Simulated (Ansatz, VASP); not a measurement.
**Two plane-wave programs on Ga**

Contents of INCAR:

```
SYSTEM = Ga
  PREC = Accurate
  ENCUT = 520
  EDIFF = 1E-6
  ISMEAR = -1
  SIGMA = 0.1
  LREAL = .FALSE.
  LASPH = .TRUE.
  NELM = 150
  ALGO = Normal
  ISIF = 2
  LWAVE = .FALSE.
  LCHARG = .FALSE.
  LNONCOLLINEAR = .TRUE.
  MAGMOM = 0 0 0
  LORBIT = 11
  LSORBIT = .TRUE.
  GGA_COMPAT = .FALSE.
  LORBMOM = .TRUE.
  NBANDS = 24
```

KPOINTS

```
regular mesh
0
G
  13 13 13
  0 0 0
```

File POSCAR:

```
Ga
1.0
   -1.6318100944      1.6318100944      1.6318100944
    1.6318100944     -1.6318100944      1.6318100944
    1.6318100944      1.6318100944     -1.6318100944
Ga
1
Direct
    0.0000000000      0.0000000000      0.0000000000
```

Input for Ansatz:

```yaml
crystal:
  lattice:
    - [-1.6318100944, 1.6318100944, 1.6318100944]
    - [1.6318100944, -1.6318100944, 1.6318100944]
    - [1.6318100944, 1.6318100944, -1.6318100944]
  atoms:
    - { symbol: Ga, position: [0.0, 0.0, 0.0] }
hamiltonian:
  xc: lda
  pseudopotentials:
    kind: paw_fr
    azcp:
      Ga: "pseudopotentials/Ga.paw.azcp"
basis:
  ecutwfc: 420
  fft_grid_basis: typed
kpoints:
  mp_grid: { grid: [13, 13, 13], shift: [0, 0, 0] }
magnetization:
  noncollinear: true
  spin_orbit: true
scf:
  occupations: { method: fermi_dirac, width: 0.1 }
```

Alike in both runs: task single point; functional LDA; k mesh 13 × 13 × 13; occupations fermi-dirac, width 0.1 eV; non-collinear spin, spin-orbit coupling.

```csv
,VASP,Ansatz
version,VASP 6.6.1,Ansatz 0.2.0
potentials or method,"VASP PAW LDA potentials, release 64 (Ga_d), cutoff 520 eV","plane waves (420 eV) with PAW, fully relativistic with spin-orbit coupling"
valence electrons in the cell,13,13
```

|  | VASP | Ansatz | Ansatz less VASP |
| --- | --- | --- | --- |
| net moment per atom (μB) | 0.00 | 0.00 | 0.000 |

Ansatz warns that its potentials were made for another functional, while VASP's fit it. LDA's correlation is that of Perdew and Zunger in VASP and of Perdew and Wang (1992) in Ansatz.
